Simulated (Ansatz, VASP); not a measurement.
# Two plane-wave programs on Au

Contents of INCAR:

```
ALGO     = Normal         # electronic algorithm
EDIFF    = 1E-6           # SCF threshold, eV
ENCUT    = 500            # plane-wave cutoff, eV
GGA      = PE             # functional
GGA_COMPAT= False        
ISIF     = 2              # what is computed and relaxed
ISMEAR   = 1              # smearing method
LASPH    = True           # aspherical terms in the spheres
LCHARG   = False          # write CHGCAR
LREAL    = False          # projectors in reciprocal space
LWAVE    = False          # write WAVECAR
NBANDS   = 12             # bands
NELM     = 120            # most SCF steps
PREC     = Accurate       # precision mode
SIGMA    = 0.2            # smearing width, eV
```

KPOINTS

```
k-points
0
Gamma
  18 18 18
```

POSCAR

```
Au
1.0
    0.0000000000      2.1196299519      2.1196299519
    2.1196299519      0.0000000000      2.1196299519
    2.1196299519      2.1196299519      0.0000000000
Au
1
Direct
    0.0000000000      0.0000000000      0.0000000000
```

Input for Ansatz:

```yaml
crystal:
  lattice:
    - [0.0, 2.1196299519, 2.1196299519]
    - [2.1196299519, 0.0, 2.1196299519]
    - [2.1196299519, 2.1196299519, 0.0]
  atoms:
    - { symbol: Au, position: [0.0, 0.0, 0.0] }
basis:
  ecutwfc: 420
kpoints:
  mp_grid: { grid: [18, 18, 18] }
hamiltonian:
  xc: pbe
scf:
  occupations: { method: methfessel_paxton, width: 0.2 }
output:
  forces: true
  stress: true
  eigenvalues: true
```

Alike in both runs: task single point; functional PBE; k mesh 18 × 18 × 18; occupations methfessel-paxton of order 1, width 0.2 eV; no spin polarisation.

```csv
,VASP,Ansatz
version,VASP 6.6.1,Ansatz 0.2.0
potentials or method,"VASP PAW PBE potentials, release 64 (Au), cutoff 500 eV","scalar-relativistic, plane waves, PAW"
valence electrons in the cell,11,19
```

VASP gave:

- gap on the k mesh at the Fermi level (eV): none
- pressure (GPa): -7.0

Problem. What did Ansatz give for the same quantities?

Solution. gap on the k mesh at the Fermi level (eV): none; pressure (GPa): -6.9.

A gap of «none» marks a metal or a gap that the smearing closes. VASP's potentials hold 11 valence electrons a cell and Ansatz's 19, so a difference there can come from the potentials and not from the codes.

Spin-orbit coupling is off throughout.
